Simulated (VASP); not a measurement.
A run of VASP 6.6.1 is set up as follows.

The input INCAR:

```
SYSTEM = Al
  PREC = Accurate
  ENCUT = 520
  EDIFF = 1E-7
  ISMEAR = -1
  SIGMA = 0.1
  LREAL = .FALSE.
  LASPH = .TRUE.
  NELM = 60
  ALGO = Normal
  ISIF = 2
  LWAVE = .FALSE.
  LCHARG = .FALSE.
  GGA = RP
  NBANDS = 10
```

KPOINTS

```
regular mesh
0
G
  14 14 8
  0 0 0
```

POSCAR

```
Al
1.0
    3.0081208822      0.0000000000      0.0000000000
   -1.5040604411      2.6051091017      0.0000000000
    0.0000000000      0.0000000000      4.8391781463
Al
2
Direct
    0.3333333333      0.6666666667      0.2500000000
    0.6666666667      0.3333333333      0.7500000000
```

Potentials or basis: VASP PAW PBE potentials, release 64 (Al).

Command:

```bash
$ cat potpaw_PBE.64/Al/POTCAR > POTCAR
$ mpirun -np 1 vasp_std > vasp.out
```

**Question.** Predict the band gap on the k mesh.

**Answer.** Zero (band 3 reaches 10.82 eV, above the bottom of band 4 at 3.66 eV).

**Question.** What does it give for the pressure?

**Answer.** -6.4 GPa.

Stress tensor (GPa, compression positive):
```
-6.79  0.00  0.00
 0.00 -6.79  0.00
 0.00  0.00 -5.68
```

Caveat: the PAW data sets were made with another functional, which shifts forces and pressure a little.
